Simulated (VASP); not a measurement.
## Si7C: single point with PBEsol

Crystal: Si7C.

```xyz
8
Lattice="0.0000 -2.5685 -2.5685 2.5795 5.1678 -2.5993 5.1658 -2.5913 2.5913" Properties=species:S:1:pos:R:3 pbc="T T T"
C     2.5769    0.0208   -2.5893
Si    2.4481   -2.5557   -0.0128
Si    5.1614   -0.0091    0.0091
Si    0.1014   -0.0250    0.0250
Si    6.6403   -1.4389   -1.1296
Si    1.4751   -1.0807   -1.4878
Si    3.5902    1.3080   -1.3080
Si    3.8271   -1.3650    1.3650
```

- Program: VASP 6.6.1
- Task: single point
- Functional: PBEsol
- Potentials or basis: VASP PAW PBE potentials, release 64 (C, Si)
- Cutoff: 600 eV
- k mesh: 6 × 6 × 4
- Occupations: gaussian, width 0.1 eV
- Spin: no spin polarisation
- Dipole correction: no
- Further INCAR settings: ALGO = Normal; EDIFF = 1e-06; NBANDS = 26

The pressure is 0.1 GPa, the largest force is 0.008 eV/Å and the band gap on the k mesh is zero (bands 16 and 17 overlap by 0.37 eV).

Forces in eV/Å, atoms in the order of the input:
```
C    0.005 -0.001  0.001
Si  -0.001  0.001 -0.001
Si  -0.002  0.001 -0.001
Si   0.000 -0.002  0.002
Si  -0.001  0.006 -0.006
Si  -0.003 -0.001  0.001
Si   0.006 -0.004  0.004
Si  -0.005 -0.001  0.001
```

Levels at points of the mesh, in eV from the Fermi level:
```
           k point  band 12  band 13  band 14  band 15  band 16  band 17  band 18  band 19  band 20  band 21
(0.00, 0.00, 0.00)    -1.85    -0.96    -0.71    -0.06     0.04     0.25     1.64     1.88     2.67     2.82
(0.50, 0.00, 0.00)    -3.82    -3.55    -3.36    -2.49    -2.01     1.85     2.34     2.44     2.72     3.23
(0.00, 0.50, 0.00)    -1.76    -1.43    -0.53    -0.50    -0.30    -0.26     0.61     1.22     2.55     2.61
(0.00, 0.00, 0.50)    -2.06    -1.58    -1.39    -1.16    -0.87     0.70     1.97     1.99     2.43     3.38
(0.50, 0.00, 0.50)    -3.16    -2.88    -2.10    -1.58    -1.33     0.14     0.54     1.00     1.51     1.76
(0.00, 0.50, 0.50)    -2.57    -2.37    -1.80    -1.02    -0.24     0.35     1.52     2.29     2.51     2.82
```

Wall time 3 min on 1 thread of Oxide Virtual Turin-like Processor, on a shared host, peak memory 0.33 GiB.

Caveat: semilocal functionals underestimate gaps, and a narrow one can read as zero; the PAW data sets were made with another functional, which shifts forces and pressure a little.
